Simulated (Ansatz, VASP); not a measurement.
## ScPt: VASP beside Ansatz

```
Sc Pt
1.0
     3.27000    0.00000    0.00000
     0.00000    3.27000    0.00000
     0.00000    0.00000    3.27000
Sc Pt
1 1
Direct
  0.50000 0.50000 0.50000
  0.00000 0.00000 0.00000
```

Alike in both runs: task single point; functional LDA; k mesh 10 × 10 × 10; occupations fermi-dirac, width 0.05 eV; no spin polarisation.

|  | VASP | Ansatz |
| --- | --- | --- |
| version | VASP 6.6.1 | Ansatz 0.2.0 |
| potentials or method | VASP PAW LDA potentials, release 64 (Sc_sv, Pt), cutoff 520 eV | all-electron LAPW, scalar-relativistic |

VASP gave:

| Item | Value |
| --- | --- |
| pressure (GPa) | -4.8 |

What did Ansatz give for the same quantities?

Pressure (GPa): -5.4.

LDA's correlation is that of Perdew and Zunger in VASP and of Perdew and Wang (1992) in Ansatz. Ansatz ran all-electron here, and VASP with PAW potentials.

Spin-orbit coupling is off throughout.
